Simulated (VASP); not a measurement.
Ge: single point with PBE

The system is Ge.

```
CELL_PARAMETERS angstrom
0.00000 2.82891 2.82891
2.82891 0.00000 2.82891
2.82891 2.82891 0.00000
ATOMIC_POSITIONS crystal
Ge 0.75000 0.75000 0.75000
Ge 0.50000 0.50000 0.50000
```

```yaml
Program: VASP 6.6.1
Task: single point
Functional: PBE
Potentials_or_basis: VASP PAW PBE potentials, release 64 (Ge_d)
Cutoff: 520 eV
k_mesh: 6 × 6 × 6
Occupations: methfessel-paxton, width 0.15 eV
Spin: non-collinear spin, typed start
Starting_moments: "[[0.5, 0.0, 0.0], [-0.5, 0.0, 0.0]] μB"
```

```
Pressure                                              : 3.6 GPa
Band gap on the k mesh                                : 0.04 eV
Net moment                                            : 0.00 μB per cell
Valence electrons inside the program's atomic spheres : Ge 12.42
```

Levels at points of the mesh, in eV from the valence-band top:
```tsv
k point	band 24	band 25	band 26	band 27	band 28	band 29	band 30	band 31	band 32	band 33
(0.00, 0.00, 0.00)	0.00	0.00	0.00	0.00	0.00	0.04	0.04	2.55	2.55	2.55
(0.50, 0.00, 0.00)	-7.60	-1.41	-1.41	-1.41	-1.41	0.18	0.18	3.75	3.75	3.75
(0.50, 0.50, 0.00)	-8.89	-3.08	-3.08	-3.08	-3.08	0.75	0.75	0.75	0.75	9.52
(0.00, 0.50, 0.50)	-8.89	-3.08	-3.08	-3.08	-3.08	0.75	0.75	0.75	0.75	9.52
```

Moments on the atoms (μB; x, y, z):
```
Ge  0.00 0.00 0.00
Ge  0.00 0.00 0.00
```

Run time: 3.8 min on 1 thread of AMD EPYC 7R13 (shared host), peak memory 0.29 GiB.

Caveat: the cell stands under pressure; the smearing spreads over this small gap; semilocal functionals underestimate gaps, and a narrow one can read as zero. A k mesh can miss the band edges.
